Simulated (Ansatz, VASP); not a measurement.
# Two plane-wave programs on Si

```
Si
1.0
     4.09529    0.00000    0.00000
    -2.04765    3.54663    0.00000
     0.00000    0.00000    5.41930
Si
4
Direct
  0.33333 0.66667 0.04872
  0.66667 0.33333 0.54872
  0.33333 0.66667 0.45128
  0.66667 0.33333 0.95128
```

Alike in both runs: task single point; functional LDA; k mesh 12 × 12 × 6; occupations gaussian, width 0.03 eV; no spin polarisation.

```csv
,VASP,Ansatz
version,VASP 6.6.1,Ansatz 0.2.0
potentials or method,"VASP PAW LDA potentials, release 64 (Si), cutoff 520 eV","scalar-relativistic, plane waves, PAW"
valence electrons in the cell,16,16
```

```tsv
	VASP	Ansatz	Ansatz less VASP
gap on the k mesh at the Fermi level (eV)	none	none	-
pressure (GPa)	2.3	2.2	-0.04
traceless stress, the component that is largest in VASP (GPa)	27.30	27.29	-0.007
rms of the force components (eV/Å)	0.709	0.701	-0.0081
```

Ansatz warns that its potentials were made for another functional, while VASP's fit it. LDA's correlation is that of Perdew and Zunger in VASP and of Perdew and Wang (1992) in Ansatz. Atom by atom the forces differ by 0.008 eV/Å (rms over components). A gap of «none» marks a metal or a gap that the smearing closes.
